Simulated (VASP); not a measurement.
A run of VASP 6.6.1 is set up as follows.

File INCAR:

```
PREC = Accurate
ENCUT = 600
EDIFF = 1E-6
ISMEAR = 0
SIGMA = 0.1
LREAL = False
LASPH = True
NELM = 100
ALGO = Normal
ISIF = 3
LWAVE = False
LCHARG = False
GGA = PS
IBRION = 2
NSW = 100
EDIFFG = -0.005
```

KPOINTS

```
Automatic mesh
0
Gamma
  14 14 14
```

The input POSCAR:

```
ZnCu
1.0
    2.9450000000      0.0000000000      0.0000000000
    0.0000000000      2.9450000000      0.0000000000
    0.0000000000      0.0000000000      2.9450000000
Zn Cu
1 1
Direct
    0.5000000000      0.5000000000      0.5000000000
    0.0000000000      0.0000000000      0.0000000000
```

Potentials or basis: VASP PAW PBE potentials, release 64 (Zn, Cu).

The run is started by

```sh
$ cat potpaw_PBE.64/Zn/POTCAR potpaw_PBE.64/Cu/POTCAR > POTCAR
$ mpirun -np 1 vasp_std > vasp.out
```

Problem. Estimate the relaxed cell.

Solution. a = 2.913 Å, b = 2.913 Å, c = 2.913 Å, α = 90.00°, β = 90.00°, γ = 90.00°.

Problem. Predict the space group after relaxing (to 0.05 Å).

Solution. Pm-3m (No. 221).

Problem. What does it give for the relaxed volume?

Solution. 12.36 Å³/atom.

Final structure:
```
Zn Cu
1.0
     2.91304    0.00000    0.00000
     0.00000    2.91304    0.00000
     0.00000    0.00000    2.91304
Zn Cu
1 1
Direct
  0.50000 0.50000 0.50000
  0.00000 0.00000 0.00000
```

Caveat: the PAW data sets were made with another functional, which shifts forces and pressure a little.
